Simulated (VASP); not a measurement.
# Lu (Pm-3m) in VASP: notebook

The runs below take Lu through single point, with revPBE.

Everything below comes from runs of VASP 6.6.1. Logs are shortened: lines on timing, memory, paths and dates and some standing lists are left out, and cuts for length are marked.

## 1. The cell of the first run

It takes space group Pm-3m (No. 221, cubic). The conventional cell has a = 3.376 Å, b = 3.376 Å, c = 3.376 Å, α = 90.00°, β = 90.00°, γ = 90.00°. Within 4.4 Å of Lu (site symmetry m-3m) lie 6 Lu at 3.38 Å.

This isn't the form of Lu at room conditions, which is hcp.

## 2. Single point, revPBE (38.49 Å³/atom)

INCAR

```
PREC = Accurate ; ENCUT = 520
EDIFF = 1E-6 ; ISMEAR = -1
SIGMA = 0.1 ; LREAL = F
LASPH = T ; NELM = 60
ALGO = Normal ; ISIF = 2
LWAVE = F ; LCHARG = T
GGA = RE ; LELF = T
LVHAR = T ; NBANDS = 18
```

KPOINTS

```
regular mesh
0
Gamma
  11 11 11
```

POSCAR

```
Lu
1.0
    3.3762920802      0.0000000000      0.0000000000
    0.0000000000      3.3762920802      0.0000000000
    0.0000000000      0.0000000000      3.3762920802
Lu
1
Direct
    0.0000000000      0.0000000000      0.0000000000
```

Potentials or basis: VASP PAW PBE potentials, release 64 (Lu).

Run with:

```sh
cat potpaw_PBE.64/Lu/POTCAR > POTCAR
mpirun -np 1 vasp_std > vasp.out
```

OUTCAR:

```text
PREC = Accurate
   ENCUT = 520
   EDIFF = 1E-6
   ISMEAR = -1
   LREAL = F
   LASPH = T
   NELM = 60
   ISIF = 2
   GGA = RE

 ion  position               nearest neighbor table
   1  0.000  0.000  0.000-

  LATTYP: Found a simple cubic cell.
 ALAT       =     3.3762920802

  Lattice vectors:

 A1 = (   3.3762920802,   0.0000000000,   0.0000000000)
 A2 = (   0.0000000000,   3.3762920802,   0.0000000000)
 A3 = (   0.0000000000,   0.0000000000,   3.3762920802)

Analysis of symmetry for initial positions (statically):
=====================================================================
 Subroutine PRICEL returns:
 Original cell was already a primitive cell.

 Routine SETGRP: Setting up the symmetry group for a
 simple cubic supercell.

 Subroutine GETGRP returns: Found 48 space group operations
 (whereof 48 operations were pure point group operations)
 out of a pool of 48 trial point group operations.

The static configuration has the point symmetry O_h .

Analysis of symmetry for dynamics (positions and initial velocities):
=====================================================================
 Subroutine PRICEL returns:
 Original cell was already a primitive cell.

 Routine SETGRP: Setting up the symmetry group for a
 simple cubic supercell.

 Subroutine GETGRP returns: Found 48 space group operations
 (whereof 48 operations were pure point group operations)
 out of a pool of 48 trial point group operations.

The dynamic configuration has the point symmetry O_h .

 Subroutine INISYM returns: Found 48 space group operations
 (whereof 48 operations are pure point group operations),
 and found     1 'primitive' translations

----------------------------------------------------------------------------------------

                                     Primitive cell

  volume of cell :      38.4875

  direct lattice vectors                    reciprocal lattice vectors
     3.376292080  0.000000000  0.000000000     0.296182906  0.000000000  0.000000000
     0.000000000  3.376292080  0.000000000     0.000000000  0.296182906  0.000000000
     0.000000000  0.000000000  3.376292080     0.000000000  0.000000000  0.296182906

  length of vectors
     3.376292080  3.376292080  3.376292080     0.296182906  0.296182906  0.296182906

  position of ions in fractional coordinates (direct lattice)
     0.000000000  0.000000000  0.000000000

  ion indices of the primitive-cell ions
   primitive index   ion index
                 1           1

----------------------------------------------------------------------------------------

 KPOINTS: regular mesh

Automatic generation of k-mesh.
 Grid dimensions read from file:
 generate k-points for:   11   11   11

 Generating k-lattice:

  Cartesian coordinates                     Fractional coordinates (reciprocal lattice)
     0.026925719  0.000000000  0.000000000     0.090909091  0.000000000  0.000000000
     0.000000000  0.026925719  0.000000000     0.000000000  0.090909091  0.000000000
     0.000000000  0.000000000  0.026925719     0.000000000  0.000000000  0.090909091

  Length of vectors
     0.026925719  0.026925719  0.026925719

  Shift w.r.t. Gamma in fractional coordinates (k-lattice)
     0.000000000  0.000000000  0.000000000

 Subroutine IBZKPT returns following result:
 ===========================================

 Found     56 irreducible k-points:

 Following reciprocal coordinates:
            Coordinates               Weight
  0.000000  0.000000  0.000000      1.000000
  0.090909  0.000000  0.000000      6.000000
  0.181818  0.000000  0.000000      6.000000
  0.272727  0.000000  0.000000      6.000000
  0.363636  0.000000  0.000000      6.000000
  0.454545  0.000000  0.000000      6.000000
[... 16 lines left out ...]
  0.181818  0.090909  0.090909     24.000000
  0.272727  0.090909  0.090909     24.000000
 [... further k-points ...]
   k-points           NKPTS =     56   k-points in BZ     NKDIM =     56   number of bands    NBANDS=     18
   number of dos      NEDOS =    301   number of ions     NIONS =      1
   total plane-waves  NPLWV =  21952
   dimension x,y,z NGX =    28 NGY =   28 NGZ =   28
   dimension x,y,z NGXF=    56 NGYF=   56 NGZF=   56
   ions per type =               1
   NGX,Y,Z   is equivalent  to a cutoff of  13.79, 13.79, 13.79 a.u.
   NGXF,Y,Z  is equivalent  to a cutoff of  27.57, 27.57, 27.57 a.u.
 SYSTEM =  unknown system
   PREC   = accura    normal or accurate (medium, high low for compatibility)
   ISTART =      0    job   : 0-new  1-cont  2-samecut
   ICHARG =      2    charge: 1-file 2-atom 10-const
   ISPIN  =      1    spin polarized calculation?
   LNONCOLLINEAR =      F non collinear calculations
   LSORBIT =      F    spin-orbit coupling
   LASPH  =      T    aspherical Exc in radial PAW
   ENCUT  =  520.0 eV  38.22 Ry    6.18 a.u.   6.28  6.28  6.28*2*pi/ulx,y,z
   NELM   =     60;   NELMIN=  2; NELMDL= -5     # of ELM steps
   EDIFF  = 0.1E-05   stopping-criterion for ELM
   LREAL  =      F    real-space projection
   EDIFFG = 0.1E-04   stopping-criterion for IOM
   NSW    =      0    number of steps for IOM
   IBRION =     -1    ionic relax: 0-MD 1-quasi-New 2-CG
   NFREE  =      0    steps in history (QN), initial steepest desc. (CG)
   ISIF   =      2    stress and relaxation
   ISYM   =      2    0-nonsym 1-usesym 2-fastsym
   POTIM  = 0.5000    time-step for ionic-motion
   TEBEG  =    0.0;   TEEND  =   0.0 temperature during run
   PSTRESS=    0.0 pullay stress
   NELECT =      25.0000    total number of electrons
   NUPDOWN=      -1.0000    fix difference up-down
   EMIN   =  10.00;   EMAX   =-10.00  energy-range for DOS
   EFERMI =   0.00;   METHOD = LEGACY
   ISMEAR =    -1;   SIGMA  =   0.10  broadening in eV -4-tet -1-fermi 0-gaus
   EFERMI_NEDOS =   21; number of points for ismear=-14 and -15
   IALGO  =     38    algorithm
   IMIX   =      4    mixing-type and parameters
     AMIX     =   0.40;   BMIX     =  1.00
     AMIX_MAG =   1.60;   BMIX_MAG =  1.00
  volume/ion in A,a.u.               =      38.49       259.73
  Fermi-wavevector in a.u.,A,eV,Ry     =   1.417800  2.679253 27.349826  2.010155
  Thomas-Fermi vector in A             =   2.538992
   LORBIT       =      0    0 simple, 1 ext, 2 COOP (PROOUT), +10 PAW based schemes
   GGA     = RE    functional components
   LHFCALC =     F    Hartree Fock is set to
   AEXX    =    0.0000 exact exchange contribution
   IVDW    =     0    specifies the selected vdW correction
   LEPSILON=     F    determine dielectric tensor
   LRPA    =     F    only Hartree local field effects (RPA)
 non-spin polarized calculation
  energy-cutoff  :      520.00
  volume of cell :       38.49
 maximum number of plane-waves:      1052
 NGX is ok and might be reduce to    28
   NGX = 13   NGY = 13   NGZ = 13

 number of electron      25.0000020 magnetization

 Free energy of the ion-electron system (eV)
  ---------------------------------------------------
  ext. energy  EPLUGINS =         0.00000000
  ---------------------------------------------------
  free energy    TOTEN  =        -3.39103784 eV

  energy without entropy =       -3.32365942  energy(sigma->0) =       -3.35734863

 E-fermi :   1.2640     XC(G=0):  -9.2735

 val. band max:        1.2605004968   @ k =   0.3636   0.0909   0.0909
 cond. band min:       1.2809973696   @ k =   0.3636   0.1818   0.0909
 fundamental gap:      0.0204968728
 Fermi energy:         1.2640443150

 k-point     1 :       0.0000    0.0000    0.0000
  band No.  band energies     occupation
      1     -55.8341      2.00000
      2     -26.3061      2.00000
      3     -26.3061      2.00000
      4     -26.3061      2.00000
      5      -4.4552      2.00000
      6      -4.4552      2.00000
[... 10 lines left out ...]
     17       6.4080      0.00000
     18      10.5566      0.00000

 k-point     2 :       0.0909    0.0000    0.0000
  band No.  band energies     occupation
      1     -55.8330      2.00000
      2     -26.3316      2.00000
      3     -26.3040      2.00000
      4     -26.3040      2.00000
      5      -4.4570      2.00000
      6      -4.4537      2.00000
[... 10 lines left out ...]
     17       6.4259      0.00000
     18       9.7435      0.00000

 k-point     3 :       0.1818    0.0000    0.0000
  band No.  band energies     occupation
      1     -55.8303      2.00000
      2     -26.3994      2.00000
      3     -26.2984      2.00000
      4     -26.2984      2.00000
      5      -4.4615      2.00000
      6      -4.4554      2.00000
[... 10 lines left out ...]
     17       6.4743      0.00000
     18       8.5006      0.00000

 k-point     4 :       0.2727    0.0000    0.0000
  band No.  band energies     occupation
      1     -55.8267      2.00000
      2     -26.4869      2.00000
      3     -26.2910      2.00000
      4     -26.2910      2.00000
      5      -4.4709      2.00000
      6      -4.4674      2.00000
[... 10 lines left out ...]
     17       6.5389      0.00000
     18       7.6853      0.00000

 k-point     5 :       0.3636    0.0000    0.0000
  band No.  band energies     occupation
      1     -55.8234      2.00000
      2     -26.5659      2.00000
      3     -26.2842      2.00000
      4     -26.2842      2.00000
      5      -4.4839      2.00000
      6      -4.4726      2.00000
[... 10 lines left out ...]
     17       6.5995      0.00000
     18       7.5918      0.00000

 k-point     6 :       0.4545    0.0000    0.0000
  band No.  band energies     occupation
      1     -55.8214      2.00000
      2     -26.6123      2.00000
      3     -26.2802      2.00000
      4     -26.2802      2.00000
      5      -4.4913      2.00000
      6      -4.4757      2.00000
[... 307 lines left out ...]
 k-point    21 :       0.4545    0.4545    0.0000
  band No.  band energies     occupation
      1     -55.8090      2.00000
      2     -26.5766      2.00000
      3     -26.5761      2.00000
      4     -26.2553      2.00000
      5      -4.4835      2.00000
      6      -4.4834      2.00000
[... 10 lines left out ...]
     17       4.6839      0.00000
     18       7.8574      0.00000

 k-point    22 :       0.0909    0.0909    0.0909
  band No.  band energies     occupation
      1     -55.8310      2.00000
      2     -26.3293      2.00000
      3     -26.3263      2.00000
      4     -26.3263      2.00000
      5      -4.4544      2.00000
      6      -4.4544      2.00000
[... 10 lines left out ...]
     17       5.9342      0.00000
     18      10.0928      0.00000

 k-point    23 :       0.1818    0.0909    0.0909
  band No.  band energies     occupation
      1     -55.8283      2.00000
      2     -26.3948      2.00000
      3     -26.3224      2.00000
      4     -26.3205      2.00000
      5      -4.4584      2.00000
      6      -4.4530      2.00000
[... 10 lines left out ...]
     17       5.9630      0.00000
     18       9.2005      0.00000

 k-point    24 :       0.2727    0.0909    0.0909
  band No.  band energies     occupation
      1     -55.8247      2.00000
      2     -26.4817      2.00000
      3     -26.3148      2.00000
      4     -26.3130      2.00000
      5      -4.4685      2.00000
      6      -4.4639      2.00000
[... 10 lines left out ...]
     17       6.0451      0.00000
     18       8.2855      0.00000

 [... further k-points ...]
[... 5 lines left out ...]
  --------------------------------------------------------------------------------------
  -------------------------------------------------------------------------------------
  Total       -0.6062687     -0.6062687     -0.6062687      0.0000000      0.0000000     -0.0000000
  in kB      -25.2380463    -25.2380463    -25.2380463      0.0000000      0.0000000     -0.0000000
  external PRESSURE =     -25.2380463 kB  Pullay stress =       0.0000000 kB

 VOLUME and BASIS-vectors are now :
 -----------------------------------------------------------------------------
  energy-cutoff  :      520.00
  volume of cell :       38.49
      direct lattice vectors                 reciprocal lattice vectors
     3.376292080  0.000000000  0.000000000     0.296182906  0.000000000  0.000000000
     0.000000000  3.376292080  0.000000000     0.000000000  0.296182906  0.000000000
     0.000000000  0.000000000  3.376292080     0.000000000  0.000000000  0.296182906

 POSITION                                       TOTAL-FORCE (eV/Angst)
 -----------------------------------------------------------------------------------
      0.00000      0.00000      0.00000         0.000000      0.000000      0.000000
 -----------------------------------------------------------------------------------
    total drift:                               -0.000000     -0.000000     -0.000000

  FREE ENERGIE OF THE ION-ELECTRON SYSTEM (eV)
  ---------------------------------------------------
  free  energy   TOTEN  =        -3.3910378441 eV

  energy  without entropy=       -3.3236594216  energy(sigma->0) =       -3.35734863
```

It took 15 s on 1 thread of Intel Xeon 6975P-C (Granite Rapids), shared host; peak memory 0.18 GiB.

What came out:

| Item | Value |
| --- | --- |
| Free energy | -3.3910 eV |
| Pressure | -2.5 GPa |
| Band gap on the k mesh | zero (an odd number of electrons rules out a gap without spin polarisation) |

Caveat: the PAW data sets were made with another functional, which shifts forces and pressure a little; spin-orbit coupling is left out, which moves the levels of the heavy elements.

## 3. Single point, revPBE

This run uses another cell than the first one, of 34.36 Å³/atom.

INCAR

```
PREC = Accurate
ENCUT = 520
EDIFF = 1E-6
ISMEAR = -1
SIGMA = 0.1
LREAL = False
LASPH = True
NELM = 100
ALGO = Normal
ISIF = 2
LWAVE = False
LCHARG = False
GGA = RE
NBANDS = 18
```

KPOINTS

```
Automatic mesh
0
Gamma
  16 16 16
```

POSCAR

```
Lu
1.0
    3.2511275064      0.0000000000      0.0000000000
    0.0000000000      3.2511275064      0.0000000000
    0.0000000000      0.0000000000      3.2511275064
Lu
1
Direct
    0.0000000000      0.0000000000      0.0000000000
```

Potentials or basis: VASP PAW PBE potentials, release 64 (Lu).

Run with:

```sh
cat potpaw_PBE.64/Lu/POTCAR > POTCAR
mpirun -np 1 vasp_std > vasp.out
```

Run time: 20 s. Hardware: 1 thread of Intel Xeon 6975P-C (Granite Rapids), shared host; peak memory 0.22 GiB.

The run converged. Its results:

| Item | Value |
| --- | --- |
| Free energy | -3.4266 eV |
| Pressure | 0.0 GPa |
| Band gap on the k mesh | zero (an odd number of electrons rules out a gap without spin polarisation) |

Levels at points of the mesh, in eV from the Fermi level:
| k point | band 10 | band 11 | band 12 | band 13 | band 14 | band 15 | band 16 | band 17 |
| --- | --- | --- | --- | --- | --- | --- | --- | --- |
| (0.00, 0.00, 0.00) | -5.48 | -5.48 | -5.46 | -0.32 | -0.32 | 5.77 | 5.77 | 5.77 |
| (0.50, 0.00, 0.00) | -5.44 | -5.44 | -2.67 | -0.48 | 0.42 | 3.15 | 3.15 | 6.05 |
| (0.50, 0.50, 0.00) | -5.45 | -5.44 | -1.61 | -0.20 | 3.02 | 3.02 | 3.73 | 3.73 |
| (0.50, 0.50, 0.50) | -5.46 | -5.46 | -0.31 | -0.31 | -0.31 | 6.02 | 7.08 | 7.08 |

Caveat: the PAW data sets were made with another functional, which shifts forces and pressure a little; spin-orbit coupling is left out, which moves the levels of the heavy elements.
